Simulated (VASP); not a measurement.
# Hf7Cl (P-6m2) in VASP: further runs

Runs on Hf7Cl. Level: PBE. Tasks: single point.

Program: VASP 6.6.1. These are calculated values, not measurements. Logs are shortened: lines on timing, memory, paths and dates and some standing lists are left out, and cuts for length are marked.

## 1. The cell of the first run

Symmetry: P-6m2, No. 187, hexagonal system. The conventional cell has a = 3.151 Å, b = 3.151 Å, c = 18.908 Å, α = 90.00°, β = 90.00°, γ = 120.00°. Within 3.6 Å of Hf (site symmetry 3m) lie 3 Cl at 2.71 Å and 9 Hf at 3.06 to 3.15 Å. Within 4.0 Å of Hf (site symmetry 3m) lie 12 Hf at 3.07 to 3.15 Å. Within 4.0 Å of Hf (site symmetry -6m2) lie 12 Hf at 3.07 to 3.15 Å. Within 4.0 Å of Hf (site symmetry 3m) lie 12 Hf at 3.06 to 3.15 Å. Cl (site symmetry -6m2) has 6 Hf at 2.71 Å and 6 Cl at 3.15 Å within 3.6 Å.

## 2. Single point, PBE (20.32 Å³/atom)

INCAR

```
PREC = Accurate
ENCUT = 520
EDIFF = 1E-6
ISMEAR = 0
SIGMA = 0.1
LREAL = False
LASPH = True
NELM = 60
ALGO = Normal
ISIF = 2
LWAVE = False
LCHARG = False
GGA = PE
NBANDS = 48
```

KPOINTS

```
Automatic mesh
0
Gamma
  12 12 2
```

POSCAR

```
Hf7Cl
1.0
    3.1506245770      0.0000000000      0.0000000000
   -1.5753122885      2.7285209215      0.0000000000
    0.0000000000      0.0000000000     18.9076866450
Hf Cl
7 1
Direct
    0.3333333333      0.6666666667      0.8934449683
    0.3333333333      0.6666666667      0.1065550317
    0.3333333333      0.6666666667      0.6310529789
    0.0000000000      0.0000000000      0.5000000000
    0.0000000000      0.0000000000      0.2365741067
    0.3333333333      0.6666666667      0.3689470211
    0.0000000000      0.0000000000      0.7634258933
    0.0000000000      0.0000000000      0.0000000000
```

Potentials or basis: VASP PAW PBE potentials, release 64 (Hf_pv, Cl).

On the command line:

```
cat potpaw_PBE.64/Hf_pv/POTCAR potpaw_PBE.64/Cl/POTCAR > POTCAR
mpirun -np 1 vasp_std > vasp.out
```

OUTCAR:

```text
PREC = Accurate
   ENCUT = 520
   EDIFF = 1E-6
   ISMEAR = 0
   LREAL = False
   LASPH = True
   NELM = 60
   ISIF = 2
   GGA = PE

 ion  position               nearest neighbor table
   1  0.333  0.667  0.893-   8 2.71   8 2.71   8 2.71   7 3.06   7 3.06   7 3.06
   2  0.333  0.667  0.107-   8 2.71   8 2.71   8 2.71   5 3.06   5 3.06   5 3.06
   3  0.333  0.667  0.631-   4 3.07   4 3.07   4 3.07   7 3.09   7 3.09   7 3.09
   4  0.000  0.000  0.500-   3 3.07   6 3.07   3 3.07   6 3.07   3 3.07   6 3.07
   5  0.000  0.000  0.237-   2 3.06   2 3.06   2 3.06   6 3.09   6 3.09   6 3.09
   6  0.333  0.667  0.369-   4 3.07   4 3.07   4 3.07   5 3.09   5 3.09   5 3.09
   7  0.000  0.000  0.763-   1 3.06   1 3.06   1 3.06   3 3.09   3 3.09   3 3.09
   8  0.000  0.000  0.000-   1 2.71   2 2.71   1 2.71   2 2.71   1 2.71   2 2.71

  LATTYP: Found a hexagonal cell.
 ALAT       =     3.1506245770
 C/A-ratio  =     6.0012502864

  Lattice vectors:

 A1 = (   3.1506245770,   0.0000000000,   0.0000000000)
 A2 = (  -1.5753122885,   2.7285209215,   0.0000000000)
 A3 = (   0.0000000000,   0.0000000000,  18.9076866450)

Analysis of symmetry for initial positions (statically):
=====================================================================
 Subroutine PRICEL returns:
 Original cell was already a primitive cell.

 Routine SETGRP: Setting up the symmetry group for a
 hexagonal supercell.

 Subroutine GETGRP returns: Found 12 space group operations
 (whereof 12 operations were pure point group operations)
 out of a pool of 24 trial point group operations.

The static configuration has the point symmetry D_3h.

Analysis of symmetry for dynamics (positions and initial velocities):
=====================================================================
 Subroutine PRICEL returns:
 Original cell was already a primitive cell.

 Routine SETGRP: Setting up the symmetry group for a
 hexagonal supercell.

 Subroutine GETGRP returns: Found 12 space group operations
 (whereof 12 operations were pure point group operations)
 out of a pool of 24 trial point group operations.

The dynamic configuration has the point symmetry D_3h.

 Subroutine INISYM returns: Found 12 space group operations
 (whereof 12 operations are pure point group operations),
 and found     1 'primitive' translations

----------------------------------------------------------------------------------------

                                     Primitive cell

  volume of cell :     162.5408

  direct lattice vectors                    reciprocal lattice vectors
     3.150624577  0.000000000  0.000000000     0.317397384  0.183249465  0.000000000
    -1.575312288  2.728520921  0.000000000     0.000000000  0.366498931  0.000000000
     0.000000000  0.000000000 18.907686645     0.000000000  0.000000000  0.052888543

  length of vectors
     3.150624577  3.150624577 18.907686645     0.366498931  0.366498931  0.052888543

  position of ions in fractional coordinates (direct lattice)
     0.333333333  0.666666667  0.893444968
     0.333333333  0.666666667  0.106555032
     0.333333333  0.666666667  0.631052979
     0.000000000  0.000000000  0.500000000
     0.000000000  0.000000000  0.236574107
     0.333333333  0.666666667  0.368947021
     0.000000000  0.000000000  0.763425893
     0.000000000  0.000000000  0.000000000

  ion indices of the primitive-cell ions
   primitive index   ion index
                 1           1
                 2           2
                 3           3
                 4           4
                 5           5
                 6           6
                 7           7
                 8           8

----------------------------------------------------------------------------------------

 KPOINTS: Automatic mesh

Automatic generation of k-mesh.
 Grid dimensions read from file:
 generate k-points for:   12   12    2

 Generating k-lattice:

  Cartesian coordinates                     Fractional coordinates (reciprocal lattice)
     0.026449782  0.015270789  0.000000000     0.083333333  0.000000000  0.000000000
     0.000000000  0.030541578  0.000000000     0.000000000  0.083333333  0.000000000
     0.000000000  0.000000000  0.026444272     0.000000000  0.000000000  0.500000000

  Length of vectors
     0.030541578  0.030541578  0.026444272

  Shift w.r.t. Gamma in fractional coordinates (k-lattice)
     0.000000000  0.000000000  0.000000000

 Subroutine IBZKPT returns following result:
 ===========================================

 Found     38 irreducible k-points:

 Following reciprocal coordinates:
            Coordinates               Weight
  0.000000  0.000000  0.000000      1.000000
  0.083333  0.000000  0.000000      6.000000
  0.166667  0.000000  0.000000      6.000000
  0.250000  0.000000  0.000000      6.000000
  0.333333  0.000000  0.000000      6.000000
  0.416667  0.000000  0.000000      6.000000
[... 16 lines left out ...]
  0.250000  0.000000  0.500000      6.000000
  0.333333  0.000000  0.500000      6.000000
 [... further k-points ...]
   k-points           NKPTS =     38   k-points in BZ     NKDIM =     38   number of bands    NBANDS=     48
   number of dos      NEDOS =    301   number of ions     NIONS =      8
   total plane-waves  NPLWV =  82944
   dimension x,y,z NGX =    24 NGY =   24 NGZ =  144
   dimension x,y,z NGXF=    48 NGYF=   48 NGZF=  288
   ions per type =               7   1
   NGX,Y,Z   is equivalent  to a cutoff of  12.66, 12.66, 12.66 a.u.
   NGXF,Y,Z  is equivalent  to a cutoff of  25.33, 25.33, 25.32 a.u.
 SYSTEM =  unknown system
   PREC   = accura    normal or accurate (medium, high low for compatibility)
   ISTART =      0    job   : 0-new  1-cont  2-samecut
   ICHARG =      2    charge: 1-file 2-atom 10-const
   ISPIN  =      1    spin polarized calculation?
   LNONCOLLINEAR =      F non collinear calculations
   LSORBIT =      F    spin-orbit coupling
   LASPH  =      T    aspherical Exc in radial PAW
   ENCUT  =  520.0 eV  38.22 Ry    6.18 a.u.   5.86  5.86 35.16*2*pi/ulx,y,z
   NELM   =     60;   NELMIN=  2; NELMDL= -5     # of ELM steps
   EDIFF  = 0.1E-05   stopping-criterion for ELM
   LREAL  =      F    real-space projection
   EDIFFG = 0.1E-04   stopping-criterion for IOM
   NSW    =      0    number of steps for IOM
   IBRION =     -1    ionic relax: 0-MD 1-quasi-New 2-CG
   NFREE  =      0    steps in history (QN), initial steepest desc. (CG)
   ISIF   =      2    stress and relaxation
   ISYM   =      2    0-nonsym 1-usesym 2-fastsym
   POTIM  = 0.5000    time-step for ionic-motion
   TEBEG  =    0.0;   TEEND  =   0.0 temperature during run
   PSTRESS=    0.0 pullay stress
   NELECT =      77.0000    total number of electrons
   NUPDOWN=      -1.0000    fix difference up-down
   EMIN   =  10.00;   EMAX   =-10.00  energy-range for DOS
   EFERMI =   0.00;   METHOD = LEGACY
   ISMEAR =     0;   SIGMA  =   0.10  broadening in eV -4-tet -1-fermi 0-gaus
   EFERMI_NEDOS =   21; number of points for ismear=-14 and -15
   IALGO  =     38    algorithm
   IMIX   =      4    mixing-type and parameters
     AMIX     =   0.40;   BMIX     =  1.00
     AMIX_MAG =   1.60;   BMIX_MAG =  1.00
  volume/ion in A,a.u.               =      20.32       137.11
  Fermi-wavevector in a.u.,A,eV,Ry     =   1.276197  2.411662 22.159511  1.628678
  Thomas-Fermi vector in A             =   2.408866
   LORBIT       =      0    0 simple, 1 ext, 2 COOP (PROOUT), +10 PAW based schemes
   GGA     = PE    functional components
   LHFCALC =     F    Hartree Fock is set to
   AEXX    =    0.0000 exact exchange contribution
   IVDW    =     0    specifies the selected vdW correction
   LEPSILON=     F    determine dielectric tensor
   LRPA    =     F    only Hartree local field effects (RPA)
 non-spin polarized calculation
 Gauss-broadening in eV      SIGMA  =   0.10
  energy-cutoff  :      520.00
  volume of cell :      162.54
 maximum number of plane-waves:      4416
 NGX is ok and might be reduce to    24
   NGX = 11   NGY = 11   NGZ = 71

 number of electron      76.9999993 magnetization

 Free energy of the ion-electron system (eV)
  ---------------------------------------------------
  ext. energy  EPLUGINS =         0.00000000
  ---------------------------------------------------
  free energy    TOTEN  =       -72.40294369 eV

  energy without entropy =      -72.36291182  energy(sigma->0) =      -72.38292776

 E-fermi :   5.8809     XC(G=0): -11.5187

 val. band max:        5.8660272156   @ k =   0.3333   0.3333   0.0000
 cond. band min:       5.8826234216   @ k =   0.1667   0.0000   0.0000
 fundamental gap:      0.0165962060
 Fermi energy:         5.8809154961

 k-point     1 :       0.0000    0.0000    0.0000
  band No.  band energies     occupation
      1     -25.3607      2.00000
      2     -25.3188      2.00000
      3     -25.0649      2.00000
      4     -24.8174      2.00000
      5     -24.6458      2.00000
      6     -24.6458      2.00000
[... 40 lines left out ...]
     47       7.1445      0.00000
     48       7.2173      0.00000

 k-point     2 :       0.0833    0.0000    0.0000
  band No.  band energies     occupation
      1     -25.3481      2.00000
      2     -25.3064      2.00000
      3     -25.0511      2.00000
      4     -24.8201      2.00000
      5     -24.6995      2.00000
      6     -24.6905      2.00000
[... 40 lines left out ...]
     47       7.3406      0.00000
     48       7.3816      0.00000

 k-point     3 :       0.1667    0.0000    0.0000
  band No.  band energies     occupation
      1     -25.3138      2.00000
      2     -25.2734      2.00000
      3     -25.0134      2.00000
      4     -24.8695      2.00000
      5     -24.8318      2.00000
      6     -24.7732      2.00000
[... 1060 lines left out ...]
     47       7.6814      0.00000
     48       7.7899      0.00000

 k-point    24 :       0.3333    0.0000    0.5000
  band No.  band energies     occupation
      1     -25.2297      2.00000
      2     -25.2037      2.00000
      3     -25.1838      2.00000
      4     -25.1684      2.00000
      5     -24.9276      2.00000
      6     -24.9079      2.00000
[... 40 lines left out ...]
     47       7.4822      0.00000
     48       7.7701      0.00000

 [... further k-points ...]
[... 5 lines left out ...]
  --------------------------------------------------------------------------------------
  -------------------------------------------------------------------------------------
  Total        6.4500763      6.4500763      6.3547329      0.0000000      0.0000000      0.0000000
  in kB       63.5789125     63.5789125     62.6391049      0.0000000      0.0000000      0.0000000
  external PRESSURE =      63.2656433 kB  Pullay stress =       0.0000000 kB

 VOLUME and BASIS-vectors are now :
 -----------------------------------------------------------------------------
  energy-cutoff  :      520.00
  volume of cell :      162.54
      direct lattice vectors                 reciprocal lattice vectors
     3.150624577  0.000000000  0.000000000     0.317397384  0.183249465  0.000000000
    -1.575312288  2.728520921  0.000000000     0.000000000  0.366498931  0.000000000
     0.000000000  0.000000000 18.907686645     0.000000000  0.000000000  0.052888543

 POSITION                                       TOTAL-FORCE (eV/Angst)
 -----------------------------------------------------------------------------------
     -0.00000      1.81901     16.89298        -0.000000      0.000000     -0.001544
     -0.00000      1.81901      2.01471        -0.000000     -0.000000      0.001544
     -0.00000      1.81901     11.93175         0.000000     -0.000000     -0.002073
      0.00000      0.00000      9.45384         0.000000      0.000000      0.000000
      0.00000      0.00000      4.47307         0.000000      0.000000     -0.007664
     -0.00000      1.81901      6.97593        -0.000000     -0.000000      0.002073
      0.00000      0.00000     14.43462         0.000000      0.000000      0.007664
      0.00000      0.00000      0.00000         0.000000     -0.000000      0.000000
 -----------------------------------------------------------------------------------
    total drift:                                0.000000     -0.000000     -0.000000

  FREE ENERGIE OF THE ION-ELECTRON SYSTEM (eV)
  ---------------------------------------------------
  free  energy   TOTEN  =       -72.4029436930 eV

  energy  without entropy=      -72.3629118180  energy(sigma->0) =      -72.38292776
```

Wall time 9.5 min (1 thread of Intel Xeon Platinum 8259CL at 2.50GHz (Skylake/Cascade Lake), shared host); peak memory 0.39 GiB.

Results:

| Quantity | Value |
| --- | --- |
| Free energy | -72.4029 eV |
| Pressure | 6.3 GPa |
| Largest force | 0.008 eV/Å |
| Band gap on the k mesh | zero (an odd number of electrons rules out a gap without spin polarisation) |

Forces on the atoms (eV/Å):
```
Hf   0.000  0.000 -0.002
Hf   0.000  0.000  0.002
Hf   0.000  0.000 -0.002
Hf   0.000  0.000  0.000
Hf   0.000  0.000 -0.008
Hf   0.000  0.000  0.002
Hf   0.000  0.000  0.008
Cl   0.000  0.000  0.000
```

Stress tensor (GPa, compression positive):
```
6.36 0.00 0.00
0.00 6.36 0.00
0.00 0.00 6.26
```

Caveat: the cell stands under pressure; spin-orbit coupling is left out, which moves the levels of the heavy elements.

## 3. Single point, PBE

This run uses another cell than the first one, of 21.61 Å³/atom.

INCAR

```
PREC = Accurate ; ENCUT = 520
EDIFF = 1E-6 ; ISMEAR = 0
SIGMA = 0.1 ; LREAL = False
LASPH = True ; NELM = 80
ALGO = Normal ; ISIF = 2
LWAVE = False ; LCHARG = False
GGA = PE ; NBANDS = 48
```

KPOINTS is that of step 2.

POSCAR

```
Hf7Cl
1.0
    3.2160977339      0.0000000000      0.0000000000
   -1.6080488670      2.7852223386      0.0000000000
    0.0000000000      0.0000000000     19.3039142379
Hf Cl
7 1
Direct
    0.3333333333      0.6666666667      0.8913746667
    0.3333333333      0.6666666667      0.1086253333
    0.3333333333      0.6666666667      0.6305197390
    0.0000000000      0.0000000000      0.5000000000
    0.0000000000      0.0000000000      0.2365310700
    0.3333333333      0.6666666667      0.3694802610
    0.0000000000      0.0000000000      0.7634689300
    0.0000000000      0.0000000000      0.0000000000
```

Potentials or basis: VASP PAW PBE potentials, release 64 (Hf_pv, Cl).

On the command line:

```
cat potpaw_PBE.64/Hf_pv/POTCAR potpaw_PBE.64/Cl/POTCAR > POTCAR
mpirun -np 1 vasp_std > vasp.out
```

Run time: 6.8 min. Hardware: 1 thread of Intel Xeon Platinum 8259CL at 2.50GHz (Skylake/Cascade Lake), shared host; peak memory 0.41 GiB.

It converged, with:

- Free energy: -72.5855 eV
- Pressure: -0.3 GPa
- Largest force: 0.050 eV/Å
- Band gap on the k mesh: zero (an odd number of electrons rules out a gap without spin polarisation)

Forces on the atoms (eV/Å):
```
Hf   0.000  0.000 -0.050
Hf   0.000  0.000  0.050
Hf   0.000  0.000 -0.043
Hf   0.000  0.000  0.000
Hf   0.000  0.000  0.050
Hf   0.000  0.000  0.043
Hf   0.000  0.000 -0.050
Cl   0.000  0.000  0.000
```

Stress tensor (GPa, compression positive):
```
-0.10  0.00  0.00
 0.00 -0.10  0.00
 0.00  0.00 -0.83
```

Levels at points of the mesh, in eV from the Fermi level:
```
           k point  band 35  band 36  band 37  band 38  band 39  band 40  band 41  band 42
(0.00, 0.00, 0.00)     0.36     0.44     0.81     0.81     0.95     0.95     0.99     0.99
(0.50, 0.00, 0.00)    -1.18    -1.17    -1.07    -0.89     0.67     0.69     0.81     1.08
(0.00, 0.00, 0.50)     0.30     0.67     0.78     0.78     0.89     0.97     0.97     1.04
(0.50, 0.00, 0.50)    -1.29    -1.18    -1.08    -0.88     0.74     0.79     0.88     0.95
```

Caveat: spin-orbit coupling is left out, which moves the levels of the heavy elements.
